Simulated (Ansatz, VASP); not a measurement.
CO2: VASP beside Ansatz

```
C O
1.0
     6.11416    0.00000    0.00000
     0.00000    6.11416    0.00000
     0.00000    0.00000    6.89800
C O
4 8
Cartesian
  0.0000 0.0000 0.0000
  3.0571 0.0000 3.4490
  3.0571 3.0571 0.0000
  0.0000 3.0571 3.4490
  0.6816 0.6816 0.7690
  2.3755 5.4325 4.2180
  3.7387 2.3755 6.1290
  5.4325 3.7387 2.6800
  5.4325 5.4325 6.1290
  3.7387 0.6816 2.6800
  2.3755 3.7387 0.7690
  0.6816 2.3755 4.2180
```

Alike in both runs: task single point; functional PBE; k mesh 4 × 4 × 4; occupations gaussian, width 0.05 eV; no spin polarisation.

|  | VASP | Ansatz |
| --- | --- | --- |
| version | VASP 6.6.1 | Ansatz 0.2.0 |
| potentials or method | VASP PAW PBE potentials, release 64 (C, O), cutoff 520 eV | scalar-relativistic, plane waves, PAW |
| valence electrons in the cell | 64 | 64 |

VASP gave:

* gap on the k mesh at the Fermi level (eV): 6.07
* least direct gap on the mesh (eV): 6.07
* pressure (GPa): -10.0
* traceless stress, the component that is largest in VASP (GPa): -1.77
* rms of the force components (eV/Å): 2.249

**Question.** Which values does Ansatz return?

**Answer.** gap on the k mesh at the Fermi level (eV): 6.09; least direct gap on the mesh (eV): 6.09; pressure (GPa): -10.7; traceless stress, the component that is largest in VASP (GPa): -1.91; rms of the force components (eV/Å): 2.446.

Atom by atom the forces differ by 0.197 eV/Å (rms over components).

Noted on VASP's run: the standard files for N, O and F lose accuracy on very short bonds.
